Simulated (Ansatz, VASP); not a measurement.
## Ga2O3: VASP beside Ansatz

```
CELL_PARAMETERS angstrom
2.52872 1.45996 4.54104
-2.52872 1.45996 4.54104
0.00000 -2.91992 4.54104
ATOMIC_POSITIONS crystal
Ga 0.42203 0.33814 0.30744
Ga 0.14413 0.14413 0.14413
Ga 0.64413 0.64413 0.64413
Ga 0.85587 0.85587 0.85587
O 0.55317 0.94683 0.25000
O 0.25000 0.55317 0.94683
O 0.94683 0.25000 0.55317
O 0.44683 0.05317 0.75000
O 0.75000 0.44683 0.05317
O 0.05317 0.75000 0.44683
```

Alike in both runs: task single point; functional PBE; k mesh 6 × 6 × 6; occupations gaussian, width 0.05 eV; no spin polarisation.

```csv
,VASP,Ansatz
version,VASP 6.6.1,Ansatz 0.2.0
potentials or method,"VASP PAW PBE potentials, release 64 (Ga_d, O), cutoff 520 eV","scalar-relativistic, plane waves, PAW"
valence electrons in the cell,88,88
```

Ansatz gave:

* gap on the k mesh at the Fermi level (eV): 2.21
* least direct gap on the mesh (eV): 2.29
* pressure (GPa): 3.5
* traceless stress, the component that is largest in VASP (GPa): 4.80
* rms of the force components (eV/Å): 1.308

**Question.** What did VASP give for the same quantities?

**Answer.** gap on the k mesh at the Fermi level (eV): 2.20; least direct gap on the mesh (eV): 2.28; pressure (GPa): 4.3; traceless stress, the component that is largest in VASP (GPa): 4.70; rms of the force components (eV/Å): 1.297.

Atom by atom the forces differ by 0.019 eV/Å (rms over components).
